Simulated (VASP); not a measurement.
A run of VASP 6.6.1:

The input INCAR:

```
PREC     = Accurate       # precision mode
ENCUT    = 520            # plane-wave cutoff, eV
EDIFF    = 1E-7           # SCF threshold, eV
ISMEAR   = 0              # smearing method
SIGMA    = 0.15           # smearing width, eV
LREAL    = F              # projectors in reciprocal space
LASPH    = T              # aspherical terms in the spheres
NELM     = 60             # most SCF steps
ALGO     = Fast           # electronic algorithm
ISIF     = 2              # what is computed and relaxed
LWAVE    = F              # write WAVECAR
LCHARG   = F              # write CHGCAR
GGA      = PS             # functional
NBANDS   = 12             # bands
```

The input KPOINTS:

```
Automatic mesh
0
Gamma
  20 20 20
```

Contents of POSCAR:

```
Au
1.0
   -1.6158372750      1.6158372750      1.6987007250
    1.6158372750     -1.6158372750      1.6987007250
    1.6158372750      1.6158372750     -1.6987007250
Au
1
Direct
    0.0000000000      0.0000000000      0.0000000000
```

Potentials or basis: VASP PAW PBE potentials, release 64 (Au).

Launch:

```bash
$ cat potpaw_PBE.64/Au/POTCAR > POTCAR
$ mpirun -np 1 vasp_std > vasp.out
```

Hardware: 1 thread of Intel(R) Xeon(R) 6975P-C (Granite Rapids), with other jobs on the host.

Q: How long does it take, and how much memory?

A: Run time: 57 s on 1 thread of Intel(R) Xeon(R) 6975P-C (Granite Rapids), with other jobs on the host, peak memory 0.25 GiB. Counts: scf iterations 13, k points 641.
